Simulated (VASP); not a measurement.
Crystal: SiC2.

```
Si C
1.0
     2.55971    0.00000    0.00000
    -1.27986    2.21677    0.00000
     0.00000    0.00000    8.91535
Si C
2 4
Direct
  0.33333 0.66667 0.25000
  0.66667 0.33333 0.75000
  0.33333 0.66667 0.02389
  0.33333 0.66667 0.47611
  0.66667 0.33333 0.97611
  0.66667 0.33333 0.52389
```

```yaml
Program: VASP 6.6.1
Task: relaxation of cell and atoms
Functional: PBE
Potentials_or_basis: VASP PAW PBE potentials, release 64 (Si, C)
Cutoff: 600 eV
k_mesh: 18 × 18 × 4
Occupations: gaussian, width 0.1 eV
Spin: no spin polarisation
```

At the start: pressure -1.1 GPa; volume 8.43 Å³/atom.

How do energy, volume and symmetry change on relaxing?

Over 5 steps the energy falls by 2.6 meV/atom and the volume is 8.41 Å³/atom (-0.2 %); space group P6_3/mmc (No. 194, to 0.05 Å).

Step by step:
| step | energy change (eV) | largest force (eV/Å) | pressure (GPa) | volume (Å³) |
| --- | --- | --- | --- | --- |
| 1 | 0.0000 | 0.0130 | -1.13 | 50.59 |
| 2 | -0.0054 | 0.1475 | 2.16 | 50.14 |
| 3 | -0.0145 | 0.0918 | 0.61 | 50.34 |
| 4 | -0.0152 | 0.0428 | -0.17 | 50.53 |
| 5 | -0.0153 | 0.0035 | 0.05 | 50.48 |

Final structure:
```
Si C
1.0
     2.54531    0.00000    0.00000
    -1.27265    2.20430    0.00000
     0.00000    0.00000    8.99668
Si C
2 4
Cartesian
  0.0000 1.4695 2.2492
  1.2727 0.7348 6.7475
  0.0000 1.4695 0.2117
  0.0000 1.4695 4.2867
  1.2727 0.7348 8.7850
  1.2727 0.7348 4.7100
```
